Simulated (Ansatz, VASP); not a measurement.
## Ge3Pd in VASP and in Ansatz

File INCAR:

```
PREC = Accurate
ENCUT = 520
EDIFF = 1E-7
ISMEAR = -1
SIGMA = 0.03
LREAL = F
LASPH = T
NELM = 80
ALGO = Normal
ISIF = 2
LWAVE = F
LCHARG = F
GGA = PS
NBANDS = 34
```

Contents of KPOINTS:

```
regular mesh
0
Gamma
  4 4 4
```

The input POSCAR:

```
Ge3Pd
1.0
    4.1420230000      0.0000000000      0.0000000000
    0.0000000000      4.1420230000      0.0000000000
    0.0000000000      0.0000000000      4.1420230000
Pd Ge
1 3
Direct
    0.0000000000      0.0000000000      0.0000000000
    0.5000000000      0.5000000000      0.0000000000
    0.5000000000      0.0000000000      0.5000000000
    0.0000000000      0.5000000000      0.5000000000
```

input.yaml

```yaml
crystal:
  lattice:
    - [4.142023, 0.0, 0.0]
    - [0.0, 4.142023, 0.0]
    - [0.0, 0.0, 4.142023]
  atoms:
    - { symbol: Pd, position: [0.0, 0.0, 0.0] }
    - { symbol: Ge, position: [0.5, 0.5, 0.0] }
    - { symbol: Ge, position: [0.5, 0.0, 0.5] }
    - { symbol: Ge, position: [0.0, 0.5, 0.5] }
kpoints:
  mp_grid: { grid: [4, 4, 4] }
scf:
  occupations: { method: fermi_dirac, width: 0.03 }
hamiltonian:
  xc: pbesol
  pseudopotentials: { kind: all_electron, lapw: { basis_error: 0.002 } }
output:
  forces: true
  stress: true
  eigenvalues: true
```

Alike in both runs: task single point; functional PBEsol; k mesh 4 × 4 × 4; occupations fermi-dirac, width 0.03 eV; no spin polarisation.

|  | VASP | Ansatz |
| --- | --- | --- |
| version | VASP 6.6.1 | Ansatz 0.2.0 |
| potentials or method | VASP PAW PBE potentials, release 64 (Pd, Ge_d), cutoff 520 eV | all-electron LAPW, scalar-relativistic |

Ansatz gave:

```
gap on the k mesh at the Fermi level (eV) : none
pressure (GPa)                            : -4.9
```

**Question.** Estimate VASP's values.

**Answer.** gap on the k mesh at the Fermi level (eV): none; pressure (GPa): -4.8.

VASP's potentials were made for PBE, not for PBEsol. A gap of «none» marks a metal or a gap that the smearing closes. Ansatz ran all-electron here, and VASP with PAW potentials.

The k mesh is coarse, so the values compare programs but aren't converged. Noted on Ansatz's run: the k mesh is thin for a metal, which can move the energy by tens of meV per atom.
